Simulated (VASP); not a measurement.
Here is a VASP 6.6.1 calculation.

The input INCAR:

```
SYSTEM = C
PREC = Accurate
ENCUT = 1300
EDIFF = 1E-6
ISMEAR = 0
SIGMA = 0.02
LREAL = .FALSE.
LASPH = .TRUE.
NELM = 120
ALGO = Normal
ISIF = 2
LWAVE = .FALSE.
LCHARG = .FALSE.
GGA = PS
NBANDS = 16
GGA_COMPAT = .FALSE.
```

Contents of KPOINTS:

```
regular mesh
0
G
  9 9 6
  0 0 0
```

Contents of POSCAR:

```
C
1.0
    2.4991315045      0.0000000000      0.0000000000
   -1.2495657522      2.1643113703      0.0000000000
    0.0000000000      0.0000000000      4.1189829179
C
4
Direct
    0.3333333333      0.6666666667     -0.0002589786
    0.6666666667      0.3333333333      0.4997410214
    0.3333333333      0.6666666667      0.3742589786
    0.6666666667      0.3333333333      0.8742589786
```

Potentials or basis: VASP PAW PBE potentials, release 64 (C_h).

Launch:

```console
$ cat potpaw_PBE.64/C_h/POTCAR > POTCAR
$ mpirun -np 1 vasp_std > vasp.out
```

Question: Estimate the band gap on the k mesh.

Answer: 3.03 eV (least direct gap 4.81 eV).

Question: Estimate the pressure.

Answer: 4.8 GPa.

Stress tensor (GPa, compression positive):
```
 0.18  0.00  0.00
 0.00  0.18  0.00
 0.00  0.00 14.05
```

Caveat: the cell differs from its parent crystal (strained cell); the stress differs along the axes, from 0 to 14 GPa; the PAW data sets were made with another functional, which shifts forces and pressure a little. A k mesh can miss the band edges.
